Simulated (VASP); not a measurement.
# Ti11BiO24 (a cell with a defect) in VASP: single point with PBE

Aim: the single point of Ti11BiO24 (a cell with a defect) with PBE.

All numbers are computed with VASP 6.6.1; they aren't measurements. Logs are shortened: lines on timing, memory, paths and dates and some standing lists are left out, and cuts for length are marked.

**1. The cell of the first run**

The cell holds a defect, 36 atoms: a = 6.494 Å, b = 6.494 Å, c = 8.872 Å, α = 90.00°, β = 90.00°, γ = 90.00°.

**2. Single point, PBE, collinear spin**

INCAR reads:

```
SYSTEM = Ti11BiO24
ALGO = Normal ; EDIFF = 1E-6
ENCUT = 520 ; GGA = PE
ISIF = 2 ; ISMEAR = -1
ISPIN = 2 ; LASPH = .True.
LCHARG = .False. ; LMAXMIX = 4
LORBIT = 11 ; LREAL = Auto
LUSENCCL = .False. ; LWAVE = .False.
MAGMOM = 1 0 0 0 0 0 0 0 0 0 0 0 0 0 0 0 0 0 0 0 0 0 0 0 0 0 0 0 0 0 0 0 0 0 0 0 ; NBANDS = 174
NELM = 150 ; PREC = Accurate
SIGMA = 0.01
```

KPOINTS reads:

```
k-points
0
Gamma
  3 3 2
  0 0 0
```

POSCAR reads:

```
Ti11BiO24
1.0
    4.5922000000      4.5922000000      0.0000000000
   -4.5922000000      4.5922000000      0.0000000000
    0.0000000000      0.0000000000      8.8722000000
Bi Ti O
1 11 24
Direct
    0.0000000000      0.0000000000      0.0000000000
    0.0000000000      0.0000000000      0.3421563039
    0.0000000000      0.0000000000      0.6578436961
    0.5000000000      0.5000000000      0.0000000000
    0.5000000000      0.5000000000      0.3339180008
    0.5000000000      0.5000000000      0.6660819992
    0.5000000000      0.0000000000      0.1738536900
    0.5000000000      0.0000000000      0.5000000000
    0.5000000000      0.0000000000      0.8261463100
    0.0000000000      0.5000000000      0.1692308719
    0.0000000000      0.5000000000      0.5000000000
    0.0000000000      0.5000000000      0.8307691281
    0.3208292001      0.0000000000      0.0000000000
    0.3043273658      0.0000000000      0.3350444417
    0.3043273658      0.0000000000      0.6649555583
    0.8061641565      0.5000000000      0.0000000000
    0.8018492497      0.5000000000      0.3365694333
    0.8018492497      0.5000000000      0.6634305667
    0.5000000000      0.3046122135      0.1666954653
    0.5000000000      0.3029903390      0.5000000000
    0.5000000000      0.3046122135      0.8333045347
    0.0000000000      0.7927634704      0.1889374298
    0.0000000000      0.8015460270      0.5000000000
    0.0000000000      0.7927634704      0.8110625702
    0.6791707999      0.0000000000      0.0000000000
    0.6956726342      0.0000000000      0.3350444417
    0.6956726342      0.0000000000      0.6649555583
    0.1938358435      0.5000000000      0.0000000000
    0.1981507503      0.5000000000      0.3365694333
    0.1981507503      0.5000000000      0.6634305667
    0.5000000000      0.6953877865      0.1666954653
    0.5000000000      0.6970096610      0.5000000000
    0.5000000000      0.6953877865      0.8333045347
    0.0000000000      0.2072365296      0.1889374298
    0.0000000000      0.1984539730      0.5000000000
    0.0000000000      0.2072365296      0.8110625702
```

Potentials or basis: VASP PAW PBE potentials, release 64 (Bi_d, Ti_sv, O).

Run with:

```bash
> cat potpaw_PBE.64/Bi_d/POTCAR potpaw_PBE.64/Ti_sv/POTCAR potpaw_PBE.64/O/POTCAR > POTCAR
> mpirun -np 1 vasp_std > vasp.out
```

OUTCAR:

```text
SYSTEM = Ti11BiO24
   EDIFF = 1E-6
   ENCUT = 520
   GGA = PE
   ISIF = 2
   ISMEAR = -1
   ISPIN = 2
   LASPH = .True.
   LORBIT = 11
   LREAL = Auto
   NELM = 150
   PREC = Accurate

 ion  position               nearest neighbor table
   1  0.000  0.000  0.000-  13 2.08  25 2.08  24 2.15  22 2.15  34 2.15  36 2.15   2 3.04   3 3.04

   2  0.000  0.000  0.342-  23 1.90  35 1.90  34 1.91  22 1.91  14 1.98  26 1.98   3 2.80   1 3.04

   3  0.000  0.000  0.658-  23 1.90  35 1.90  24 1.91  36 1.91  15 1.98  27 1.98   2 2.80   1 3.04

   4  0.500  0.500  0.000-  19 1.95  21 1.95  31 1.95  33 1.95  16 1.99  28 1.99
   5  0.500  0.500  0.334-  20 1.95  32 1.95  31 1.95  19 1.95  17 1.96  29 1.96
   6  0.500  0.500  0.666-  20 1.95  32 1.95  21 1.95  33 1.95  18 1.96  30 1.96
   7  0.500  0.000  0.174-  14 1.91  26 1.91  25 1.93  13 1.93  19 1.98  31 1.98   8 2.89
   8  0.500  0.000  0.500-  14 1.94  15 1.94  26 1.94  27 1.94  20 1.97  32 1.97   7 2.89   9 2.89

   9  0.500  0.000  0.826-  15 1.91  27 1.91  25 1.93  13 1.93  21 1.98  33 1.98   8 2.89
  10  0.000  0.500  0.169-  22 1.91  34 1.91  28 1.96  16 1.96  29 1.96  17 1.96
  11  0.000  0.500  0.500-  17 1.94  18 1.94  29 1.94  30 1.94  23 1.96  35 1.96
  12  0.000  0.500  0.831-  24 1.91  36 1.91  28 1.96  16 1.96  30 1.96  18 1.96
  13  0.321  0.000  0.000-   7 1.93   9 1.93   1 2.08
  14  0.304  0.000  0.335-   7 1.91   8 1.94   2 1.98
  15  0.304  0.000  0.665-   9 1.91   8 1.94   3 1.98
  16  0.806  0.500  0.000-  10 1.96  12 1.96   4 1.99
  17  0.802  0.500  0.337-  11 1.94   5 1.96  10 1.96
  18  0.802  0.500  0.663-  11 1.94   6 1.96  12 1.96
[... 16 lines left out ...]
  35  0.000  0.198  0.500-   2 1.90   3 1.90  11 1.96
  36  0.000  0.207  0.811-  12 1.91   3 1.91   1 2.15

  LATTYP: Found a simple tetragonal cell.
 ALAT       =     6.4943515211
 C/A-ratio  =     1.3661410183

  Lattice vectors:

 A1 = (   4.5922000000,   4.5922000000,   0.0000000000)
 A2 = (  -4.5922000000,   4.5922000000,   0.0000000000)
 A3 = (   0.0000000000,   0.0000000000,   8.8722000000)

Analysis of symmetry for initial positions (statically):
=====================================================================
 Subroutine PRICEL returns:
 Original cell was already a primitive cell.

 Routine SETGRP: Setting up the symmetry group for a
 simple tetragonal supercell.

 Subroutine GETGRP returns: Found  8 space group operations
 (whereof  8 operations were pure point group operations)
 out of a pool of 16 trial point group operations.

The static configuration has the point symmetry D_2h.

Analysis of symmetry for dynamics (positions and initial velocities):
=====================================================================
 Subroutine PRICEL returns:
 Original cell was already a primitive cell.

 Routine SETGRP: Setting up the symmetry group for a
 simple tetragonal supercell.

 Subroutine GETGRP returns: Found  8 space group operations
 (whereof  8 operations were pure point group operations)
 out of a pool of 16 trial point group operations.

The dynamic configuration has the point symmetry D_2h.

Analysis of structural, dynamic, and magnetic symmetry:
=====================================================================
 Subroutine PRICEL returns:
 Original cell was already a primitive cell.

 Routine SETGRP: Setting up the symmetry group for a
 simple tetragonal supercell.

 Subroutine GETGRP returns: Found  8 space group operations
 (whereof  8 operations were pure point group operations)
 out of a pool of 16 trial point group operations.

The overall configuration has the point symmetry D_2h.

 Subroutine INISYM returns: Found  8 space group operations
 (whereof  8 operations are pure point group operations),
 and found     1 'primitive' translations

----------------------------------------------------------------------------------------

                                     Primitive cell

  volume of cell :     374.1992

  direct lattice vectors                    reciprocal lattice vectors
     4.592200000  4.592200000  0.000000000     0.108880275  0.108880275 -0.000000000
    -4.592200000  4.592200000  0.000000000    -0.108880275  0.108880275  0.000000000
[... 120 lines left out ...]
   total plane-waves  NPLWV = 161280
   dimension x,y,z NGX =    48 NGY =   48 NGZ =   70
   dimension x,y,z NGXF=    96 NGYF=   96 NGZF=  140
   ions per type =               1  11  24
   NGX,Y,Z   is equivalent  to a cutoff of  12.29, 12.29, 13.12 a.u.
   NGXF,Y,Z  is equivalent  to a cutoff of  24.57, 24.57, 26.23 a.u.
 SYSTEM =  Ti11BiO24
   PREC   = accura    normal or accurate (medium, high low for compatibility)
   ISTART =      0    job   : 0-new  1-cont  2-samecut
   ICHARG =      2    charge: 1-file 2-atom 10-const
   ISPIN  =      2    spin polarized calculation?
   LNONCOLLINEAR =      F non collinear calculations
   LSORBIT =      F    spin-orbit coupling
   LASPH  =      T    aspherical Exc in radial PAW
   ENCUT  =  520.0 eV  38.22 Ry    6.18 a.u.  12.08 12.08 16.50*2*pi/ulx,y,z
   NELM   =    150;   NELMIN=  2; NELMDL= -5     # of ELM steps
   EDIFF  = 0.1E-05   stopping-criterion for ELM
   LREAL  =      T    real-space projection
   EDIFFG = 0.1E-04   stopping-criterion for IOM
   NSW    =      0    number of steps for IOM
   IBRION =     -1    ionic relax: 0-MD 1-quasi-New 2-CG
   NFREE  =      0    steps in history (QN), initial steepest desc. (CG)
   ISIF   =      2    stress and relaxation
   ISYM   =      2    0-nonsym 1-usesym 2-fastsym
   POTIM  = 0.5000    time-step for ionic-motion
   TEBEG  =    0.0;   TEEND  =   0.0 temperature during run
   PSTRESS=    0.0 pullay stress
   NELECT =     291.0000    total number of electrons
   NUPDOWN=      -1.0000    fix difference up-down
   EMIN   =  10.00;   EMAX   =-10.00  energy-range for DOS
   EFERMI =   0.00;   METHOD = LEGACY
   ISMEAR =    -1;   SIGMA  =   0.01  broadening in eV -4-tet -1-fermi 0-gaus
   EFERMI_NEDOS =   21; number of points for ismear=-14 and -15
   IALGO  =     38    algorithm
   IMIX   =      4    mixing-type and parameters
     AMIX     =   0.40;   BMIX     =  1.00
     AMIX_MAG =   1.60;   BMIX_MAG =  1.00
  volume/ion in A,a.u.               =      10.39        70.15
  Fermi-wavevector in a.u.,A,eV,Ry     =   1.505468  2.844922 30.836705  2.266434
  Thomas-Fermi vector in A             =   2.616313
   LORBIT       =     11    0 simple, 1 ext, 2 COOP (PROOUT), +10 PAW based schemes
   GGA     = PE    functional components
   LHFCALC =     F    Hartree Fock is set to
   AEXX    =    0.0000 exact exchange contribution
   IVDW    =     0    specifies the selected vdW correction
   LEPSILON=     F    determine dielectric tensor
   LRPA    =     F    only Hartree local field effects (RPA)
 spin polarized calculation
  energy-cutoff  :      520.00
  volume of cell :      374.20
 maximum number of plane-waves:     10086
   NGX = 25   NGY = 25   NGZ = 33

 number of electron     290.9999959 magnetization       0.3168622

 Free energy of the ion-electron system (eV)
  ---------------------------------------------------
  ext. energy  EPLUGINS =         0.00000000
  ---------------------------------------------------
  free energy    TOTEN  =      -309.79414840 eV

  energy without entropy =     -309.79343120  energy(sigma->0) =     -309.79378980

 E-fermi :   6.4476     XC(G=0): -11.5081

 val. band max:        6.4146551681   @ k =   0.3333   0.3333   0.0000
 cond. band min:       6.4758177573   @ k =   0.3333   0.0000   0.0000
 fundamental gap:      0.0611625892
 Fermi energy:         6.4476002752

 spin component 1

 k-point     1 :       0.0000    0.0000    0.0000
  band No.  band energies     occupation
      1     -51.6126      1.00000
      2     -51.5920      1.00000
      3     -51.5336      1.00000
      4     -51.5266      1.00000
      5     -51.5119      1.00000
      6     -51.5069      1.00000
[... 1269 lines left out ...]
    156       8.0532      0.00000
    157       8.0830      0.00000
 Fermi energy:         6.4476002752

 spin component 2

 k-point     1 :       0.0000    0.0000    0.0000
  band No.  band energies     occupation
      1     -51.6114      1.00000
      2     -51.5904      1.00000
      3     -51.5263      1.00000
      4     -51.5186      1.00000
      5     -51.5099      1.00000
      6     -51.5039      1.00000
[... 1269 lines left out ...]
    156       8.0567      0.00000
    157       8.0858      0.00000
 [bands above 157 left out]

------------------------ aborting loop because EDIFF is reached ----------------------------------------

  FORCE on cell =-STRESS in cart. coord.  units (eV):
  Direction    XX          YY          ZZ          XY          YZ          ZX
  --------------------------------------------------------------------------------------
  -------------------------------------------------------------------------------------
  Total       30.6739627     30.6739627     38.8778412      0.6620305      0.0000000      0.0000000
  in kB      131.3341173    131.3341173    166.4599716      2.8345599      0.0000000      0.0000000
  external PRESSURE =     143.0427354 kB  Pullay stress =       0.0000000 kB

 VOLUME and BASIS-vectors are now :
 -----------------------------------------------------------------------------
  energy-cutoff  :      520.00
  volume of cell :      374.20
      direct lattice vectors                 reciprocal lattice vectors
     4.592200000  4.592200000  0.000000000     0.108880275  0.108880275 -0.000000000
    -4.592200000  4.592200000  0.000000000    -0.108880275  0.108880275  0.000000000
     0.000000000  0.000000000  8.872200000     0.000000000 -0.000000000  0.112711616

 POSITION                                       TOTAL-FORCE (eV/Angst)
 -----------------------------------------------------------------------------------
      0.00000      0.00000      0.00000        -0.000000      0.000000      0.000000
      0.00000      0.00000      3.03568        -0.000000      0.000000     -0.007427
      0.00000      0.00000      5.83652        -0.000000      0.000000      0.007427
      0.00000      4.59220      0.00000         0.000000      0.000000      0.000000
      0.00000      4.59220      2.96259        -0.000000     -0.000000      0.003975
      0.00000      4.59220      5.90961         0.000000      0.000000     -0.003975
[... 28 lines left out ...]
     -0.91134      0.91134      4.43610        -0.015254      0.015254     -0.000000
     -0.95167      0.95167      7.19591        -0.012954      0.012954      0.005741
 -----------------------------------------------------------------------------------
    total drift:                               -0.000000      0.000000     -0.000000

  FREE ENERGIE OF THE ION-ELECTRON SYSTEM (eV)
  ---------------------------------------------------
  free  energy   TOTEN  =      -309.7941483980 eV

  energy  without entropy=     -309.7934312006  energy(sigma->0) =     -309.79378980

 total charge

# of ion       s       p       d       tot
------------------------------------------
    1        1.488   1.094  10.215  12.797
    2        2.239   6.337   1.795  10.370
    3        2.239   6.337   1.795  10.370
    4        2.221   6.299   1.712  10.233
    5        2.224   6.305   1.725  10.255
    6        2.224   6.305   1.725  10.255
[... 28 lines left out ...]
   35        1.577   3.526   0.000   5.103
   36        1.582   3.508   0.000   5.090
--------------------------------------------------
tot         63.823 154.809  29.477 248.109

 magnetization (x)

# of ion       s       p       d       tot
------------------------------------------
    1        0.059   0.001   0.002   0.062
    2        0.000   0.000   0.029   0.030
    3        0.000   0.000   0.029   0.030
    4        0.000   0.000   0.001   0.001
    5        0.000  -0.000   0.001   0.001
    6        0.000  -0.000   0.001   0.001
[... 28 lines left out ...]
   35       -0.000   0.001   0.000   0.001
   36        0.001   0.010   0.000   0.011
--------------------------------------------------
tot          0.071   0.131   0.088   0.290
```

Wall time 8.6 min (1 × NVIDIA H100 80GB with 1 thread of AMD EPYC 7R13 (Zen 3), shared host); peak memory 1.9 GiB.

Results:

| Item | Value |
| --- | --- |
| Free energy | -309.7941 eV |
| Pressure | 14.3 GPa |
| Largest force | 0.037 eV/Å |
| Net moment | 0.32 μB per cell |
| Site moments | Bi +0.06; Ti +0.03, +0.00, +0.01 (each value once); O +0.04, +0.00, -0.00, +0.01 (each value once) μB |
| Valence electrons inside the program's atomic spheres | Bi 12.80; Ti 10.37, 10.23, 10.26, 10.31, 10.29, 10.30 (each value once); O 5.09, 5.07, 5.08, 5.10 (each value once) |

Forces in eV/Å, atoms in the order of the input:
```
Bi   0.000  0.000  0.000
Ti   0.000  0.000 -0.007
Ti   0.000  0.000  0.007
Ti   0.000  0.000  0.000
Ti   0.000  0.000  0.004
Ti   0.000  0.000 -0.004
Ti   0.000  0.000  0.008
Ti   0.000  0.000  0.000
Ti   0.000  0.000 -0.008
Ti   0.000  0.000  0.014
Ti   0.000  0.000  0.000
Ti   0.000  0.000 -0.014
O   -0.008 -0.008  0.000
O   -0.026 -0.026 -0.003
O   -0.026 -0.026  0.003
O   -0.020 -0.020  0.000
O   -0.013 -0.013 -0.007
O   -0.013 -0.013  0.007
O    0.023 -0.023 -0.009
O    0.013 -0.013  0.000
O    0.023 -0.023  0.009
O    0.013 -0.013 -0.006
O    0.015 -0.015  0.000
O    0.013 -0.013  0.006
O    0.008  0.008  0.000
O    0.026  0.026 -0.003
O    0.026  0.026  0.003
O    0.020  0.020  0.000
O    0.013  0.013 -0.007
O    0.013  0.013  0.007
O   -0.023  0.023 -0.009
O   -0.013  0.013  0.000
O   -0.023  0.023  0.009
O   -0.013  0.013 -0.006
O   -0.015  0.015  0.000
O   -0.013  0.013  0.006
```

Stress tensor (GPa, compression positive):
```
13.13  0.28  0.00
 0.28 13.13  0.00
 0.00  0.00 16.65
```

Caveat: spin-orbit coupling is left out, which moves the levels of the heavy elements; semilocal functionals often make such compounds metallic where correlation or magnetic order opens a gap, which also shifts bond lengths.
